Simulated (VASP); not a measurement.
MgSe:

```xyz
2
Lattice="0.0000 2.7363 2.7363 2.7363 0.0000 2.7363 2.7363 2.7363 0.0000" Properties=species:S:1:pos:R:3 pbc="T T T"
Mg    0.0000    0.0000    0.0000
Se    2.7363    2.7363    2.7363
```

Base run:

```yaml
Program: VASP 6.6.1
Functional: r2SCAN
Dispersion: rVV10
Potentials_or_basis: VASP PAW PBE potentials, release 64 (Mg, Se)
Cutoff: 660 eV
k_mesh: 6 × 6 × 6
Occupations: gaussian, width 0.01 eV
Spin: no spin polarisation
```

Its results: band gap on the k mesh 2.41 eV (least direct gap 3.37 eV); pressure -0.8 GPa.

After a change of settings the same cell gave: band gap on the k mesh 2.44 eV (least direct gap 3.41 eV); pressure -1.7 GPa. Which change was it?
A. dispersion from rVV10 to none; occupations from gaussian, width 0.01 eV to gaussian, width 0.2 eV
B. dispersion from rVV10 to D3(BJ)
C. dispersion from rVV10 to none
D. dispersion from rVV10 to none; occupations from gaussian, width 0.01 eV to tetrahedron

B.

Caveats: the PAW data sets were made with another functional, which shifts forces and pressure a little.
